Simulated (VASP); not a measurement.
Input of a VASP 6.6.1 run:

File INCAR:

```
PREC = Accurate ; ENCUT = 520
EDIFF = 1E-8 ; ISMEAR = 0
SIGMA = 0.01 ; LREAL = F
LASPH = T ; NELM = 60
ALGO = Normal ; ISIF = 2
LWAVE = F ; LCHARG = F
GGA = PE ; LEPSILON = T
```

KPOINTS

```
Automatic mesh
0
Gamma
  6 6 6
```

File POSCAR:

```
BaTiO3
1.0
    3.9631984559      0.0000000000      0.0000000000
    0.0000000000      2.8578841584      2.8741958894
    0.0000000000     -2.8578841584      2.8741958894
Ba Ti O
1 1 3
Direct
    0.0000000000      0.0049647913      0.0049647913
    0.5000000000      0.5205652018      0.5205652018
    0.5000000000      0.9767600036      0.4907771774
    0.5000000000      0.4907771774      0.9767600036
    0.0000000000      0.4868328260      0.4868328260
```

Potentials or basis: VASP PAW PBE potentials, release 64 (Ba_sv, Ti_sv, O).

Run with:

```bash
$ cat potpaw_PBE.64/Ba_sv/POTCAR potpaw_PBE.64/Ti_sv/POTCAR potpaw_PBE.64/O/POTCAR > POTCAR
$ mpirun -np 1 vasp_std > vasp.out
```

(1) Estimate the electronic dielectric tensor (diagonal).

(2) Predict the Born charges (mean of the diagonal).

(3) What does it give for the band gap on the k mesh?

## Answers

(1) 6.13, 5.83, 5.34.

(2) Ba +2.77; Ti +6.10; O -2.87, -3.14 e.

(3) 2.24 eV, indirect (least direct gap 2.70 eV).

Caveat: spin-orbit coupling is left out, which moves the levels of the heavy elements.
